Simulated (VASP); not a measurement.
Runs of VASP 6.6.1 on BaO. The structure is that of space group Fm-3m (No. 225), or close to it. The cells are those of the table. 

```csv
task,cell,k mesh,smearing,gap on the mesh (eV),pressure (GPa)
single point,"a = 3.941 Å, angles 60.0°, 2 atoms",8 × 8 × 8,gaussian 0.01 eV,2.04,1.5
relaxation of cell and atoms,"relaxed from a = 3.917 Å, angles 60.0°, 2 atoms",8 × 8 × 8,gaussian 0.02 eV,2.10,0.0
single point,"a = 3.917 Å, angles 60.0°, 2 atoms",6 × 6 × 6,gaussian 0.1 eV,1.98,(a)
single point,"a = 3.941 Å, angles 60.0°, 2 atoms",8 × 8 × 8,gaussian 0.02 eV,2.04,1.5
```

Alike in all rows: level PBE; potentials or basis VASP PAW PBE potentials, release 64 (Ba_sv, O); no spin polarisation; cutoff (eV) 600.

Q: Fill in the values left out.

A: (a) 3.0.

Caveats: spin-orbit coupling is left out, which moves the levels of the heavy elements.

A k mesh can miss the band edges, and the runs leave out spin-orbit coupling on Ba.
